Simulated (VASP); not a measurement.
# O in VASP: a series of runs

The runs below take O through single point, with LDA.

Everything below comes from runs of VASP 6.6.1. Logs are shortened: lines on timing, memory, paths and dates and some standing lists are left out, and cuts for length are marked.

## (1) The cell of the first run

The cell holds a disordered packing, 20 atoms: a = 7.218 Å, b = 7.218 Å, c = 7.218 Å, α = 90.00°, β = 90.00°, γ = 90.00°.

## (2) Single point, LDA, collinear spin, ferromagnetic start

INCAR reads:

```
  PREC = Accurate
  ENCUT = 520
  EDIFF = 1E-6
  ISMEAR = -1
  SIGMA = 0.05
  LREAL = Auto
  LASPH = T
  NELM = 150
  ALGO = Normal
  ISIF = 2
  LWAVE = F
  LCHARG = F
  ISPIN = 2
  MAGMOM = 1 1 1 1 1 1 1 1 1 1 1 1 1 1 1 1 1 1 1 1
  LORBIT = 11
  GGA = CA
  NBANDS = 80
```

KPOINTS reads:

```
regular mesh
0
Gamma
  1 1 1
```

POSCAR reads:

```
O
1.0
    7.2176520000      0.0000000000      0.0000000000
    0.0000000000      7.2176520000      0.0000000000
    0.0000000000      0.0000000000      7.2176520000
O
20
Direct
    0.5377649130      0.6800688091      0.3888799294
    0.6583165827      0.6277803363      0.4904226471
    0.7121706616      0.7035529006      0.8664590645
    0.6972350565      0.6452098272      1.0193342655
    0.3348595915      0.2989199258      0.8862300371
    0.1860993021      0.2212769471      0.8696734063
    0.4030396589      1.0249177988      0.5810061222
    0.2749786219      1.0010596244      0.4751545239
    0.7668837456      0.0731816940      0.3632760349
    0.8145446746     -0.0697595284      0.2930592941
    1.0986398347      0.7596791865      0.6640940849
    1.2194131831      0.7617020050      0.7802675995
    0.6285839218      0.2978392419      0.6326295588
    0.7300850748      0.1990952182      0.7263719559
    0.2104146889      0.3941309445      0.5401341046
    0.0488663072      0.4030535138      0.5059955786
    0.3833379609      0.9303025416      0.0612387519
    0.5394275036      0.9840873459      0.0435875822
    0.0982036818      0.5727485892      0.2025450936
    0.0807464810      0.6563907487      0.0625826792
```

Potentials or basis: VASP PAW LDA potentials, release 64 (O).

Command:

```console
cat potpaw_LDA.64/O/POTCAR > POTCAR
mpirun -np 1 vasp_gam > vasp.out
```

OUTCAR:

```text
PREC = Accurate
   ENCUT = 520
   EDIFF = 1E-6
   ISMEAR = -1
   LREAL = Auto
   LASPH = T
   NELM = 150
   ISIF = 2
   ISPIN = 2
   LORBIT = 11
   GGA = CA

 ion  position               nearest neighbor table
   1  0.538  0.680  0.389-   2 1.20
   2  0.658  0.628  0.490-   1 1.20
   3  0.712  0.704  0.866-   4 1.19
   4  0.697  0.645  0.019-   3 1.19
   5  0.335  0.299  0.886-   6 1.22
   6  0.186  0.221  0.870-   5 1.22
[... 12 lines left out ...]
  19  0.098  0.573  0.203-  20 1.18
  20  0.081  0.656  0.063-  19 1.18

  LATTYP: Found a simple cubic cell.
 ALAT       =     7.2176520000

  Lattice vectors:

 A1 = (   7.2176520000,   0.0000000000,   0.0000000000)
 A2 = (   0.0000000000,   7.2176520000,   0.0000000000)
 A3 = (   0.0000000000,   0.0000000000,   7.2176520000)

Analysis of symmetry for initial positions (statically):
=====================================================================
 Subroutine PRICEL returns:
 Original cell was already a primitive cell.

 Routine SETGRP: Setting up the symmetry group for a
 simple cubic supercell.

 Subroutine GETGRP returns: Found  1 space group operations
 (whereof  1 operations were pure point group operations)
 out of a pool of 48 trial point group operations.

The static configuration has the point symmetry C_1 .

Analysis of symmetry for dynamics (positions and initial velocities):
=====================================================================
 Subroutine PRICEL returns:
 Original cell was already a primitive cell.

 Routine SETGRP: Setting up the symmetry group for a
 simple cubic supercell.

 Subroutine GETGRP returns: Found  1 space group operations
 (whereof  1 operations were pure point group operations)
 out of a pool of 48 trial point group operations.

The dynamic configuration has the point symmetry C_1 .

Analysis of structural, dynamic, and magnetic symmetry:
=====================================================================
 Subroutine PRICEL returns:
 Original cell was already a primitive cell.

 Routine SETGRP: Setting up the symmetry group for a
 simple cubic supercell.

 Subroutine GETGRP returns: Found  1 space group operations
 (whereof  1 operations were pure point group operations)
 out of a pool of 48 trial point group operations.

The overall configuration has the point symmetry C_1 .

 Subroutine INISYM returns: Found  1 space group operations
 (whereof  1 operations are pure point group operations),
 and found     1 'primitive' translations

----------------------------------------------------------------------------------------

                                     Primitive cell

  volume of cell :     376.0000

  direct lattice vectors                    reciprocal lattice vectors
     7.217652000  0.000000000  0.000000000     0.138549212  0.000000000  0.000000000
     0.000000000  7.217652000  0.000000000     0.000000000  0.138549212  0.000000000
     0.000000000  0.000000000  7.217652000     0.000000000  0.000000000  0.138549212

  length of vectors
     7.217652000  7.217652000  7.217652000     0.138549212  0.138549212  0.138549212

  position of ions in fractional coordinates (direct lattice)
     0.537764913  0.680068809  0.388879929
     0.658316583  0.627780336  0.490422647
     0.712170662  0.703552901  0.866459064
     0.697235056  0.645209827  0.019334265
     0.334859591  0.298919926  0.886230037
     0.186099302  0.221276947  0.869673406
[... 12 lines left out ...]
     0.098203682  0.572748589  0.202545094
     0.080746481  0.656390749  0.062582679

  ion indices of the primitive-cell ions
   primitive index   ion index
                 1           1
                 2           2
                 3           3
                 4           4
                 5           5
                 6           6
[... 12 lines left out ...]
                19          19
                20          20

----------------------------------------------------------------------------------------

 KPOINTS: regular mesh

Automatic generation of k-mesh.
 Grid dimensions read from file:
 generate k-points for:    1    1    1

 Generating k-lattice:

  Cartesian coordinates                     Fractional coordinates (reciprocal lattice)
     0.138549212  0.000000000  0.000000000     1.000000000  0.000000000  0.000000000
     0.000000000  0.138549212  0.000000000     0.000000000  1.000000000  0.000000000
     0.000000000  0.000000000  0.138549212     0.000000000  0.000000000  1.000000000

  Length of vectors
     0.138549212  0.138549212  0.138549212

  Shift w.r.t. Gamma in fractional coordinates (k-lattice)
     0.000000000  0.000000000  0.000000000

 Subroutine IBZKPT returns following result:
 ===========================================

 Found      1 irreducible k-points:

 Following reciprocal coordinates:
            Coordinates               Weight
  0.000000  0.000000  0.000000      1.000000
   k-points           NKPTS =      1   k-points in BZ     NKDIM =      1   number of bands    NBANDS=     80
   number of dos      NEDOS =    301   number of ions     NIONS =     20
   total plane-waves  NPLWV = 157464
   dimension x,y,z NGX =    54 NGY =   54 NGZ =   54
   dimension x,y,z NGXF=   108 NGYF=  108 NGZF=  108
   ions per type =              20
   NGX,Y,Z   is equivalent  to a cutoff of  12.44, 12.44, 12.44 a.u.
   NGXF,Y,Z  is equivalent  to a cutoff of  24.88, 24.88, 24.88 a.u.
 SYSTEM =  unknown system
   PREC   = accura    normal or accurate (medium, high low for compatibility)
   ISTART =      0    job   : 0-new  1-cont  2-samecut
   ICHARG =      2    charge: 1-file 2-atom 10-const
   ISPIN  =      2    spin polarized calculation?
   LNONCOLLINEAR =      F non collinear calculations
   LSORBIT =      F    spin-orbit coupling
   LASPH  =      T    aspherical Exc in radial PAW
   ENCUT  =  520.0 eV  38.22 Ry    6.18 a.u.  13.42 13.42 13.42*2*pi/ulx,y,z
   NELM   =    150;   NELMIN=  2; NELMDL= -5     # of ELM steps
   EDIFF  = 0.1E-05   stopping-criterion for ELM
   LREAL  =      T    real-space projection
   EDIFFG = 0.1E-04   stopping-criterion for IOM
   NSW    =      0    number of steps for IOM
   IBRION =     -1    ionic relax: 0-MD 1-quasi-New 2-CG
   NFREE  =      0    steps in history (QN), initial steepest desc. (CG)
   ISIF   =      2    stress and relaxation
   ISYM   =      2    0-nonsym 1-usesym 2-fastsym
   POTIM  = 0.5000    time-step for ionic-motion
   TEBEG  =    0.0;   TEEND  =   0.0 temperature during run
   PSTRESS=    0.0 pullay stress
   NELECT =     120.0000    total number of electrons
   NUPDOWN=      -1.0000    fix difference up-down
   EMIN   =  10.00;   EMAX   =-10.00  energy-range for DOS
   EFERMI =   0.00;   METHOD = LEGACY
   ISMEAR =    -1;   SIGMA  =   0.05  broadening in eV -4-tet -1-fermi 0-gaus
   EFERMI_NEDOS =   21; number of points for ismear=-14 and -15
   IALGO  =     38    algorithm
   IMIX   =      4    mixing-type and parameters
     AMIX     =   0.40;   BMIX     =  1.00
     AMIX_MAG =   1.60;   BMIX_MAG =  1.00
  volume/ion in A,a.u.               =      18.80       126.87
  Fermi-wavevector in a.u.,A,eV,Ry     =   1.118766  2.114161 17.029564  1.251638
  Thomas-Fermi vector in A             =   2.255400
   LORBIT       =     11    0 simple, 1 ext, 2 COOP (PROOUT), +10 PAW based schemes
   GGA     = CA    functional components
   LHFCALC =     F    Hartree Fock is set to
   AEXX    =    0.0000 exact exchange contribution
   IVDW    =     0    specifies the selected vdW correction
   LEPSILON=     F    determine dielectric tensor
   LRPA    =     F    only Hartree local field effects (RPA)
 spin polarized calculation
  energy-cutoff  :      520.00
  volume of cell :      376.00
 maximum number of plane-waves:      5066
 NGX is ok and might be reduce to    54
   NGX = 27   NGY = 27   NGZ = 27

 number of electron     120.0000005 magnetization      19.9956379

 Free energy of the ion-electron system (eV)
  ---------------------------------------------------
  ext. energy  EPLUGINS =         0.00000000
  ---------------------------------------------------
  free energy    TOTEN  =      -105.23792076 eV

  energy without entropy =     -105.23633802  energy(sigma->0) =     -105.23712939

 E-fermi :  -2.1025     XC(G=0):  -7.4292

 val. band max:       -2.4096571969   @ k =   0.0000   0.0000   0.0000
 cond. band min:      -1.7944993257   @ k =   0.0000   0.0000   0.0000
 fundamental gap:      0.6151578712
 Fermi energy:        -2.1025219484

 spin component 1

 k-point     1 :       0.0000    0.0000    0.0000
  band No.  band energies     occupation
      1     -29.8769      1.00000
      2     -29.7988      1.00000
      3     -29.6102      1.00000
      4     -29.5385      1.00000
      5     -29.4829      1.00000
      6     -29.4189      1.00000
[... 64 lines left out ...]
     71       3.3434      0.00000
     72       4.2440      0.00000
 Fermi energy:        -2.1025219484

 spin component 2

 k-point     1 :       0.0000    0.0000    0.0000
  band No.  band energies     occupation
      1     -28.6649      1.00000
      2     -28.5855      1.00000
      3     -28.3995      1.00000
      4     -28.3230      1.00000
      5     -28.2656      1.00000
      6     -28.1988      1.00000
[... 64 lines left out ...]
     71       3.7388      0.00000
     72       4.7663      0.00000
 [bands above 72 left out]

------------------------ aborting loop because EDIFF is reached ----------------------------------------

  FORCE on cell =-STRESS in cart. coord.  units (eV):
  Direction    XX          YY          ZZ          XY          YZ          ZX
  --------------------------------------------------------------------------------------
  -------------------------------------------------------------------------------------
  Total        7.5490337      4.6803369     10.0539372      0.5828715     -3.6012662      1.6092980
  in kB       32.1672644     19.9434314     42.8409343      2.4836797    -15.3453923      6.8573962
  external PRESSURE =      31.6505433 kB  Pullay stress =       0.0000000 kB

 VOLUME and BASIS-vectors are now :
 -----------------------------------------------------------------------------
  energy-cutoff  :      520.00
  volume of cell :      376.00
      direct lattice vectors                 reciprocal lattice vectors
     7.217652000  0.000000000  0.000000000     0.138549212  0.000000000  0.000000000
     0.000000000  7.217652000  0.000000000     0.000000000  0.138549212  0.000000000
     0.000000000  0.000000000  7.217652000     0.000000000  0.000000000  0.138549212

 POSITION                                       TOTAL-FORCE (eV/Angst)
 -----------------------------------------------------------------------------------
      3.88140      4.90850      2.80680        -1.531281      0.610990     -1.187047
      4.75150      4.53110      3.53970         1.455855     -0.534022      1.123837
      5.14020      5.07800      6.25380         0.340946      1.029448     -2.955611
      5.03240      4.65690      0.13955        -0.289164     -1.193696      2.899964
      2.41690      2.15750      6.39650         0.235109      0.162676      0.149370
      1.34320      1.59710      6.27700        -0.316201     -0.126812     -0.005383
[... 12 lines left out ...]
      0.70880      4.13390      1.46190         0.325331     -1.663463      2.805502
      0.58280      4.73760      0.45170        -0.436711      1.630850     -2.588563
 -----------------------------------------------------------------------------------
    total drift:                               -0.004945      0.009497      0.013817

  FREE ENERGIE OF THE ION-ELECTRON SYSTEM (eV)
  ---------------------------------------------------
  free  energy   TOTEN  =      -105.2379207641 eV

  energy  without entropy=     -105.2363380154  energy(sigma->0) =     -105.23712939

 total charge

# of ion       s       p       d       tot
------------------------------------------
    1        1.602   3.324   0.000   4.926
    2        1.604   3.318   0.000   4.922
    3        1.604   3.338   0.000   4.942
    4        1.603   3.343   0.000   4.946
    5        1.602   3.291   0.000   4.894
    6        1.602   3.292   0.000   4.894
[... 12 lines left out ...]
   19        1.605   3.345   0.000   4.950
   20        1.606   3.347   0.000   4.953
--------------------------------------------------
tot         32.066  66.324   0.000  98.390

 magnetization (x)

# of ion       s       p       d       tot
------------------------------------------
    1        0.008   0.789   0.000   0.797
    2        0.009   0.801   0.000   0.810
    3        0.009   0.794   0.000   0.802
    4        0.008   0.792   0.000   0.800
    5        0.008   0.798   0.000   0.806
    6        0.008   0.795   0.000   0.803
[... 12 lines left out ...]
   19        0.008   0.790   0.000   0.798
   20        0.009   0.793   0.000   0.803
--------------------------------------------------
tot          0.169  15.887   0.000  16.056
```

Wall time 82 s (1 thread of Intel Xeon Platinum 8488C (Sapphire Rapids), shared host); peak memory 0.3 GiB.

What came out:

```yaml
Free_energy: -105.2379 eV
Pressure: 3.2 GPa
Largest_force: 3.278 eV/Å
Net_moment: 20.00 μB per cell
Site_moments: O +0.80, +0.81, +0.79 (each value once) μB
Valence_electrons_inside_the_program's_atomic_spheres: O 4.93, 4.92, 4.94, 4.95, 4.89, 4.91, 4.90, 4.88 (each value once)
```

Forces in eV/Å, atoms in the order of the input:
```
O   -1.531  0.611 -1.187
O    1.456 -0.534  1.124
O    0.341  1.029 -2.956
O   -0.289 -1.194  2.900
O    0.235  0.163  0.149
O   -0.316 -0.127 -0.005
O    0.569  0.057  0.387
O   -0.449  0.091 -0.683
O   -0.500  1.538  0.695
O    0.687 -1.546 -0.745
O   -0.915 -0.227 -0.564
O    0.777  0.046  0.343
O    0.367 -0.097  0.270
O   -0.201  0.180 -0.091
O    2.317 -0.062  0.407
O   -2.387 -0.030 -0.367
O   -1.827 -0.638  0.314
O    1.777  0.772 -0.209
O    0.325 -1.663  2.806
O   -0.437  1.631 -2.589
```

Caveat: the k points lie up to 0.87 Å⁻¹ apart; the standard files for N, O and F lose accuracy on very short bonds; the atoms stand as in a frame of molecular dynamics.

## (3) Single point, LDA, collinear spin, ferromagnetic start

INCAR, as its differences from that of step 2:

```diff
@@ -1 +1,2 @@
+SYSTEM = O
   PREC = Accurate
@@ -6,3 +7,3 @@
   LREAL = Auto
-  LASPH = T
+  LASPH = .True.
   NELM = 150
@@ -10,4 +11,4 @@
   ISIF = 2
-  LWAVE = F
-  LCHARG = F
+  LWAVE = .False.
+  LCHARG = .False.
   ISPIN = 2
```

KPOINTS reads:

```
Automatic mesh
0
Gamma
  1 1 1
  0 0 0
```

POSCAR reads:

```
O
1.0
    7.2176520000      0.0000000000      0.0000000000
    0.0000000000      7.2176520000      0.0000000000
    0.0000000000      0.0000000000      7.2176520000
O
20
Direct
    0.5481006843      0.7129049724      0.3351782546
    0.6372571024      0.7477778092      0.4696264104
    0.7454363275      0.6710076906      0.9047540668
    0.6910557616      0.5676638331      1.0305428968
    0.2350487388      0.2156934139      0.8692854685
    0.0885190918      0.1390341346      0.8559570342
    0.4108399795      1.0112845563      0.5376540737
    0.2589346231      1.0592087288      0.4928749682
    0.7986253701      0.0503764936      0.3413298397
    0.9378396188      0.0041841862      0.2702679486
    1.1034197825      0.6584966967      0.7486368143
    1.2635272524      0.6684306752      0.7079864754
    0.6573744481      0.3459850932      0.6232636320
    0.6462628013      0.3545751444      0.7847011743
    0.1828988153      0.3892817221      0.4763321922
    0.0277375523      0.3202565045      0.4843126269
    0.4029011097      1.0138892814      0.1676029822
    0.5158464276      1.0072389192      0.0483259653
    0.2073943160      0.5920900592      0.1914888665
    0.0645362231      0.6358439005      0.1128344786
```

Potentials or basis: VASP PAW LDA potentials, release 64 (O).

Command:

```console
cat potpaw_LDA.64/O/POTCAR > POTCAR
mpirun -np 1 vasp_gam > vasp.out
```

It took 60 s on 1 thread of Intel Xeon Platinum 8488C (Sapphire Rapids), shared host; peak memory 0.3 GiB.

Results (log left out):

```yaml
Free_energy: -104.9684 eV
Pressure: 3.9 GPa
Largest_force: 5.044 eV/Å
Net_moment: 20.00 μB per cell
Site_moments: O +0.80, +0.81, +0.82, +0.79 (each value once) μB
Valence_electrons_inside_the_program's_atomic_spheres: O 4.94, 4.86, 4.93, 4.92, 4.96, 4.97, 4.98, 4.88, 4.95, 4.89 (each value once)
```

Forces in eV/Å, atoms in the order of the input:
```
O   -1.410 -0.615 -1.972
O    1.506  0.272  2.194
O   -0.428 -0.630  1.013
O    0.484  1.060 -0.718
O    1.758  1.016  0.142
O   -1.827 -0.975 -0.104
O    2.135 -0.531  0.794
O   -2.042  0.172 -0.501
O   -3.506  1.282  1.752
O    3.513 -1.210 -1.862
O   -2.247 -0.163  0.423
O    2.345  0.277 -0.495
O    0.297 -0.297 -5.026
O   -0.461 -0.183  4.561
O   -0.486 -0.008  0.158
O    0.276  0.349 -0.035
O   -2.121  0.203  1.968
O    2.141 -0.173 -2.234
O    0.291  0.047 -0.041
O   -0.219  0.106 -0.016
```

Stress tensor (GPa, compression positive):
```
 5.34 -0.63 -0.74
-0.63  1.15  1.11
-0.74  1.11  5.11
```

Levels at points of the mesh, in eV from the Fermi level:
Spin up:
```csv
k point,band 68,band 69,band 70,band 71,band 72,band 73
"(0.00, 0.00, 0.00)",-0.49,-0.45,-0.37,5.46,6.28,6.97
```
Spin down:
```tsv
k point	band 47	band 48	band 49	band 50	band 51	band 52	band 53	band 54
(0.00, 0.00, 0.00)	-5.60	-5.47	-5.34	-5.18	0.35	0.54	0.69	0.72
```

Caveat: the k points lie up to 0.87 Å⁻¹ apart; the standard files for N, O and F lose accuracy on very short bonds; the atoms stand as in a frame of molecular dynamics.
